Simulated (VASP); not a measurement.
# Ru8N in VASP: single point with PBE+D3(BJ)

Aim: the single point of Ru8N with PBE+D3(BJ).

All numbers are computed with VASP 6.6.1; they aren't measurements. Logs are shortened: lines on timing, memory, paths and dates and some standing lists are left out, and cuts for length are marked.

## 1. The cell of the first run

The cell holds a slab with vacuum, 18 atoms: a = 5.395 Å, b = 5.395 Å, c = 24.399 Å, α = 90.00°, β = 90.00°, γ = 120.00°.

## 2. Single point, PBE+D3(BJ)

INCAR

```
SYSTEM = Ru8N
ALGO     = Normal         ! electronic algorithm
DIPOL    = 0.5 0.5 0.490
EDIFF    = 1E-7           ! SCF threshold, eV
ENCUT    = 520            ! plane-wave cutoff, eV
GGA      = PE             ! functional
IDIPOL   = 3            
ISIF     = 2              ! what is computed and relaxed
ISMEAR   = 0              ! smearing method
IVDW     = 12             ! dispersion correction
LASPH    = .TRUE.         ! aspherical terms in the spheres
LCHARG   = .TRUE.         ! write CHGCAR
LDIPOL   = .TRUE.       
LELF     = .TRUE.         ! ELF
LREAL    = Auto         
LVACPOTAV= .TRUE.       
LVHAR    = .TRUE.       
LWAVE    = .FALSE.        ! write WAVECAR
NBANDS   = 132            ! bands
NELM     = 60             ! most SCF steps
PREC     = Accurate       ! precision mode
SIGMA    = 0.1            ! smearing width, eV
```

KPOINTS

```
k-points
0
G
  4 4 1
  0 0 0
```

POSCAR

```
Ru8N
1.0
    5.3951895500      0.0000000000      0.0000000000
   -2.6975947750      4.6723712085      0.0000000000
    0.0000000000      0.0000000000     24.3987269957
Ru N
16 2
Direct
    0.3333333333      0.1666666667      0.3278859590
    0.3333333333      0.6666666667      0.3278859590
    0.8333333333      0.1666666667      0.3278859590
    0.8333333333      0.6666666667      0.3278859590
    0.1666666667      0.3333333333      0.4153048231
    0.1666666667      0.8333333333      0.4153048231
    0.6666666667      0.3333333333      0.4153048231
    0.6666666667      0.8333333333      0.4153048231
    0.3333174890      0.1667199634      0.5032547541
    0.3332245914      0.6664000787      0.5033564303
    0.8332714393      0.1666040392      0.5032286899
    0.8330983148      0.6664202227      0.5032189691
    0.1667432252      0.3338737508      0.5880747759
    0.1671944166      0.8328154832      0.5879393669
    0.6665261888      0.3328960136      0.5880328536
    0.6656546389      0.8330611826      0.5879638492
    0.0568018753      0.0135567582      0.7353003242
   -0.0354256161     -0.2178595498      0.7425146387
```

Potentials or basis: VASP PAW PBE potentials, release 64 (Ru_pv, N).

On the command line:

```bash
$ cat potpaw_PBE.64/Ru_pv/POTCAR potpaw_PBE.64/N/POTCAR > POTCAR
$ mpirun -np 1 vasp_std > vasp.out
```

OUTCAR:

```text
SYSTEM = Ru8N
   EDIFF = 1E-7
   ENCUT = 520
   GGA = PE
   ISIF = 2
   ISMEAR = 0
   IVDW = 12
   LASPH = .TRUE.
   LREAL = Auto
   NELM = 60
   PREC = Accurate
 IVDW          = 12

 ion  position               nearest neighbor table
   1  0.333  0.167  0.328-   5 2.64   6 2.64   7 2.64   4 2.70   2 2.70   2 2.70   4 2.70   3 2.70
                             3 2.70
   2  0.333  0.667  0.328-   6 2.64   5 2.64   8 2.64   3 2.70   1 2.70   1 2.70   3 2.70   4 2.70
                             4 2.70
   3  0.833  0.167  0.328-   7 2.64   8 2.64   5 2.64   4 2.70   2 2.70   4 2.70   2 2.70   1 2.70
                             1 2.70
   4  0.833  0.667  0.328-   8 2.64   7 2.64   6 2.64   3 2.70   1 2.70   3 2.70   1 2.70   2 2.70
                             2 2.70
   5  0.167  0.333  0.415-   1 2.64   2 2.64   3 2.64  11 2.65   9 2.65  10 2.65   8 2.70   6 2.70
                             6 2.70   8 2.70   7 2.70   7 2.70
   6  0.167  0.833  0.415-   2 2.64   1 2.64   4 2.64  12 2.65   9 2.65  10 2.65   7 2.70   5 2.70
                             5 2.70   7 2.70   8 2.70   8 2.70
   7  0.667  0.333  0.415-   3 2.64   4 2.64   1 2.64  12 2.65  11 2.65   9 2.65   8 2.70   6 2.70
                             8 2.70   6 2.70   5 2.70   5 2.70
   8  0.667  0.833  0.415-   4 2.64   3 2.64   2 2.64  11 2.65  12 2.65  10 2.65   7 2.70   5 2.70
                             7 2.70   5 2.70   6 2.70   6 2.70
   9  0.333  0.167  0.503-  15 2.59  14 2.59  13 2.59   5 2.65   7 2.65   6 2.65  10 2.70  12 2.70
                            11 2.70  11 2.70  12 2.70  10 2.70
  10  0.333  0.666  0.503-  14 2.58  16 2.58  13 2.59   5 2.65   8 2.65   6 2.65   9 2.70  12 2.70
                            11 2.70  11 2.70  12 2.70   9 2.70
  11  0.833  0.167  0.503-  15 2.59  16 2.59  13 2.59   8 2.65   7 2.65   5 2.65  10 2.70  12 2.70
                             9 2.70   9 2.70  12 2.70  10 2.70
  12  0.833  0.666  0.503-  14 2.59  15 2.59  16 2.59   7 2.65   8 2.65   6 2.65   9 2.70  10 2.70
                            11 2.70  11 2.70  10 2.70   9 2.70
  13  0.167  0.334  0.588-  10 2.59  11 2.59   9 2.59  14 2.69  16 2.69  15 2.70  15 2.70  16 2.70
                            14 2.70
  14  0.167  0.833  0.588-  10 2.58   9 2.59  12 2.59  16 2.69  13 2.69  15 2.70  15 2.70  13 2.70
                            16 2.71
  15  0.667  0.333  0.588-   9 2.59  11 2.59  12 2.59  16 2.69  14 2.70  13 2.70  13 2.70  14 2.70
                            16 2.70
  16  0.666  0.833  0.588-  10 2.58  11 2.59  12 2.59  14 2.69  13 2.69  15 2.69  15 2.70  13 2.70
                            14 2.71
  17  0.057  0.014  0.735-  18 1.10
  18  0.965  0.782  0.743-  17 1.10

  LATTYP: Found a hexagonal cell.
 ALAT       =     5.3951895500
 C/A-ratio  =     4.5223113608

  Lattice vectors:

 A1 = (   5.3951895500,   0.0000000000,   0.0000000000)
 A2 = (  -2.6975947750,   4.6723712085,   0.0000000000)
 A3 = (   0.0000000000,   0.0000000000,  24.3987269957)

Analysis of symmetry for initial positions (statically):
=====================================================================
 Subroutine PRICEL returns:
 Original cell was already a primitive cell.

 Routine SETGRP: Setting up the symmetry group for a
 hexagonal supercell.

 Subroutine GETGRP returns: Found  1 space group operations
 (whereof  1 operations were pure point group operations)
 out of a pool of 24 trial point group operations.

The static configuration has the point symmetry C_1 .

Analysis of symmetry for dynamics (positions and initial velocities):
=====================================================================
 Subroutine PRICEL returns:
 Original cell was already a primitive cell.

 Routine SETGRP: Setting up the symmetry group for a
 hexagonal supercell.

 Subroutine GETGRP returns: Found  1 space group operations
 (whereof  1 operations were pure point group operations)
 out of a pool of 24 trial point group operations.

The dynamic configuration has the point symmetry C_1 .

 Subroutine INISYM returns: Found  1 space group operations
 (whereof  1 operations are pure point group operations),
 and found     1 'primitive' translations

----------------------------------------------------------------------------------------

                                     Primitive cell

  volume of cell :     615.0511

  direct lattice vectors                    reciprocal lattice vectors
     5.395189550  0.000000000  0.000000000     0.185350300  0.107012045  0.000000000
[... 60 lines left out ...]
     0.000000000  0.000000000  0.040985745     0.000000000  0.000000000  1.000000000

  Length of vectors
     0.053506023  0.053506023  0.040985745

  Shift w.r.t. Gamma in fractional coordinates (k-lattice)
     0.000000000  0.000000000  0.000000000

 Subroutine IBZKPT returns following result:
 ===========================================

 Found     10 irreducible k-points:

 Following reciprocal coordinates:
            Coordinates               Weight
  0.000000  0.000000  0.000000      1.000000
  0.250000  0.000000  0.000000      2.000000
  0.000000  0.250000  0.000000      2.000000
 -0.250000  0.250000  0.000000      2.000000
  0.500000  0.000000  0.000000      1.000000
  0.000000  0.500000  0.000000      1.000000
  0.500000  0.500000  0.000000      1.000000
  0.250000  0.250000  0.000000      2.000000
 -0.250000  0.500000  0.000000      2.000000
  0.500000  0.250000  0.000000      2.000000
   k-points           NKPTS =     10   k-points in BZ     NKDIM =     10   number of bands    NBANDS=    132
   number of dos      NEDOS =    301   number of ions     NIONS =     18
   total plane-waves  NPLWV = 307200
   dimension x,y,z NGX =    40 NGY =   40 NGZ =  192
   dimension x,y,z NGXF=    80 NGYF=   80 NGZF=  384
   ions per type =              16   2
   NGX,Y,Z   is equivalent  to a cutoff of  12.33, 12.33, 13.08 a.u.
   NGXF,Y,Z  is equivalent  to a cutoff of  24.65, 24.65, 26.16 a.u.
 SYSTEM =  Ru8N
   PREC   = accura    normal or accurate (medium, high low for compatibility)
   ISTART =      0    job   : 0-new  1-cont  2-samecut
   ICHARG =      2    charge: 1-file 2-atom 10-const
   ISPIN  =      1    spin polarized calculation?
   LNONCOLLINEAR =      F non collinear calculations
   LSORBIT =      F    spin-orbit coupling
   LASPH  =      T    aspherical Exc in radial PAW
   ENCUT  =  520.0 eV  38.22 Ry    6.18 a.u.  10.03 10.03 45.37*2*pi/ulx,y,z
   NELM   =     60;   NELMIN=  2; NELMDL= -5     # of ELM steps
   EDIFF  = 0.1E-06   stopping-criterion for ELM
   LREAL  =      T    real-space projection
   EDIFFG = 0.1E-05   stopping-criterion for IOM
   NSW    =      0    number of steps for IOM
   IBRION =     -1    ionic relax: 0-MD 1-quasi-New 2-CG
   NFREE  =      0    steps in history (QN), initial steepest desc. (CG)
   ISIF   =      2    stress and relaxation
   ISYM   =      2    0-nonsym 1-usesym 2-fastsym
   POTIM  = 0.5000    time-step for ionic-motion
   TEBEG  =    0.0;   TEEND  =   0.0 temperature during run
   PSTRESS=    0.0 pullay stress
   NELECT =     234.0000    total number of electrons
   NUPDOWN=      -1.0000    fix difference up-down
   EMIN   =  10.00;   EMAX   =-10.00  energy-range for DOS
   EFERMI =   0.00;   METHOD = LEGACY
   ISMEAR =     0;   SIGMA  =   0.10  broadening in eV -4-tet -1-fermi 0-gaus
   EFERMI_NEDOS =   21; number of points for ismear=-14 and -15
   IALGO  =     38    algorithm
   IMIX   =      4    mixing-type and parameters
     AMIX     =   0.40;   BMIX     =  1.00
     AMIX_MAG =   1.60;   BMIX_MAG =  1.00
  volume/ion in A,a.u.               =      34.17       230.59
  Fermi-wavevector in a.u.,A,eV,Ry     =   1.186250  2.241688 19.145983  1.407190
  Thomas-Fermi vector in A             =   2.322427
   LORBIT       =      0    0 simple, 1 ext, 2 COOP (PROOUT), +10 PAW based schemes
   GGA     = PE    functional components
   LHFCALC =     F    Hartree Fock is set to
   AEXX    =    0.0000 exact exchange contribution
   IVDW    =    12    specifies the selected vdW correction
   LEPSILON=     F    determine dielectric tensor
   LRPA    =     F    only Hartree local field effects (RPA)
 non-spin polarized calculation
 Gauss-broadening in eV      SIGMA  =   0.10
  energy-cutoff  :      520.00
  volume of cell :      615.05
 maximum number of plane-waves:     16618
   NGX = 21   NGY = 21   NGZ = 91

 dipolmoment           0.000000      0.000000      0.118291 electrons x Angstroem

 number of electron     234.0000036 magnetization

 dipolmoment           0.000000      0.000000     -0.025582 electrons x Angstroem

 Free energy of the ion-electron system (eV)
  ---------------------------------------------------
  ext. energy  EPLUGINS =         0.00000000
  ---------------------------------------------------
  free energy    TOTEN  =      -155.99042766 eV

  energy without entropy =     -155.83464642  energy(sigma->0) =     -155.91253704

 E-fermi :   1.6810     XC(G=0):  -6.2837

 val. band max:        1.6741696437   @ k =   0.0000   0.5000   0.0000
 cond. band min:       1.6861640475   @ k =   0.5000   0.5000   0.0000
 fundamental gap:      0.0119944038
 Fermi energy:         1.6809928566

 k-point     1 :       0.0000    0.0000    0.0000
  band No.  band energies     occupation
      1     -42.0191      2.00000
      2     -42.0188      2.00000
      3     -42.0153      2.00000
      4     -41.9845      2.00000
      5     -41.9337      2.00000
      6     -41.9334      2.00000
[... 1309 lines left out ...]
    128       2.4969      0.00000
    129       2.7246      0.00000
 [bands above 129 left out]

------------------------ aborting loop because EDIFF is reached ----------------------------------------

 Edisp (eV)   -7.54812

 E8    (eV) :    -3.5408

  FORCE on cell =-STRESS in cart. coord.  units (eV):
  Direction    XX          YY          ZZ          XY          YZ          ZX
  --------------------------------------------------------------------------------------
  -------------------------------------------------------------------------------------
  Total     -12.18591   -10.43565    -5.25313    -0.21272    -0.27616     0.04216
  in kB     -31.74368   -27.18435   -13.68414    -0.55411    -0.71938     0.10982
  external pressure =      -24.20 kB  Pullay stress =        0.00 kB

 VOLUME and BASIS-vectors are now :
 -----------------------------------------------------------------------------
  energy-cutoff  :      520.00
  volume of cell :      615.05
      direct lattice vectors                 reciprocal lattice vectors
     5.395189550  0.000000000  0.000000000     0.185350300  0.107012045  0.000000000
    -2.697594775  4.672371209  0.000000000     0.000000000  0.214024091  0.000000000
     0.000000000  0.000000000 24.398726996     0.000000000  0.000000000  0.040985745

 POSITION                                       TOTAL-FORCE (eV/Angst)
 -----------------------------------------------------------------------------------
      1.34880      0.77873      8.00000        -0.014041     -0.000623      0.606683
     -0.00000      3.11491      8.00000         0.003057     -0.005193      0.605579
      4.04639      0.77873      8.00000         0.014530     -0.004538      0.604459
      2.69759      3.11491      8.00000        -0.003460      0.010710      0.612299
      0.00000      1.55746     10.13291        -0.000079      0.002121     -0.616880
     -1.34880      3.89364     10.13291         0.006353     -0.000356     -0.607998
[... 10 lines left out ...]
      0.26989      0.06334     17.94039        -0.194289      1.680620     -0.275391
      3.09416      3.65445     18.11641         0.195064     -1.679078      0.278941
 -----------------------------------------------------------------------------------
    total drift:                                0.000311      0.000208     -0.028350

  FREE ENERGIE OF THE ION-ELECTRON SYSTEM (eV)
  ---------------------------------------------------
  free  energy   TOTEN  =      -163.5385459792 eV

  energy  without entropy=     -163.3827647321  energy(sigma->0) =     -163.46065536

 vacuum level on the upper side and lower side of the slab         6.487         6.671
```

It took 41 min on 1 thread of Intel Xeon Platinum 8488C (Sapphire Rapids), shared host; peak memory 0.92 GiB.

What came out:

```
Free energy                : -163.5385 eV
Largest force              : 1.714 eV/Å
Band gap on the k mesh     : zero (bands 117 and 118 overlap by 1.24 eV)
Dispersion energy per atom : -0.419 eV
```

Forces on the atoms (eV/Å):
```
Ru  -0.014 -0.001  0.607
Ru   0.003 -0.005  0.606
Ru   0.015 -0.005  0.604
Ru  -0.003  0.011  0.612
Ru   0.000  0.002 -0.617
Ru   0.006  0.000 -0.608
Ru  -0.001 -0.003 -0.614
Ru  -0.007 -0.001 -0.617
Ru   0.000 -0.001 -0.005
Ru   0.000  0.001 -0.009
Ru   0.000  0.000 -0.005
Ru   0.000  0.001 -0.006
Ru   0.000  0.000  0.012
Ru   0.000  0.000  0.013
Ru   0.000  0.000  0.011
Ru   0.000  0.000  0.012
N   -0.194  1.681 -0.275
N    0.195 -1.679  0.279
```

Caveat: the standard files for N, O and F lose accuracy on very short bonds.
